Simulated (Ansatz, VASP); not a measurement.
## C: VASP beside Ansatz

Contents of POSCAR:

```
C
1.0
    0.0000000000      1.9171550000      1.7834000000
    1.6496450000      0.0000000000      1.7834000000
    1.6496450000      1.9171550000      0.0000000000
C
2
Direct
    0.5000000000      0.5000000000      0.5000000000
    0.7500000000      0.7500000000      0.7500000000
```

Contents of INCAR.step1:

```
SYSTEM = C
PREC = Accurate
ENCUT = 910
ISMEAR = 0
SIGMA = 0.05
LREAL = .FALSE.
LASPH = .TRUE.
NELM = 120
NBANDS = 11
GGA = PE
ALGO = Normal
EDIFF = 1E-5
LWAVE = .TRUE.
LCHARG = .FALSE.
GGA_COMPAT = .FALSE.
```

INCAR.step2

```
SYSTEM = C
PREC = Accurate
ENCUT = 910
EDIFF = 1E-6
ISMEAR = 0
SIGMA = 0.05
LREAL = .FALSE.
LASPH = .TRUE.
NELM = 120
ALGO = Normal
ISIF = 2
LWAVE = .FALSE.
LCHARG = .FALSE.
METAGGA = R2SCAN
LMIXTAU = .TRUE.
NBANDS = 11
ISTART = 1
GGA_COMPAT = .FALSE.
```

Contents of KPOINTS:

```
Automatic mesh
0
G
  12 12 12
  0 0 0
```

Input for Ansatz:

```yaml
crystal:
  lattice:
    - [0.0, 1.917155, 1.7834]
    - [1.649645, 0.0, 1.7834]
    - [1.649645, 1.917155, 0.0]
  atoms:
    - { symbol: C, position: [0.5, 0.5, 0.5] }
    - { symbol: C, position: [0.75, 0.75, 0.75] }
basis:
  ecutwfc: 500
kpoints:
  mp_grid: { grid: [12, 12, 12] }
hamiltonian:
  xc: r2scan
scf:
  occupations: { method: gaussian, width: 0.05 }
output:
  forces: true
  stress: true
  eigenvalues: true
```

Change from the starting cell: strain -0.0750 x Voigt [1, -1, 0, 0, 0, 0], atoms carried along.

Alike in both runs: task single point; functional r2SCAN; k mesh 12 × 12 × 12; occupations gaussian, width 0.05 eV; no spin polarisation.

|  | VASP | Ansatz |
| --- | --- | --- |
| version | VASP 6.6.1 | Ansatz 0.2.0 |
| potentials or method | VASP PAW PBE potentials, release 64 (C_h), cutoff 910 eV | scalar-relativistic, plane waves, PAW |
| valence electrons in the cell | 8 | 8 |

|  | VASP | Ansatz | Ansatz less VASP |
| --- | --- | --- | --- |
| gap on the k mesh at the Fermi level (eV) | 1.48 | 1.48 | 0.000 |
| least direct gap on the mesh (eV) | 3.94 | 3.94 | +0.003 |

VASP's potentials were made for PBE, not for r2SCAN.

Noted on VASP's run: the cutoff is short for stress, so the pressure is rough.
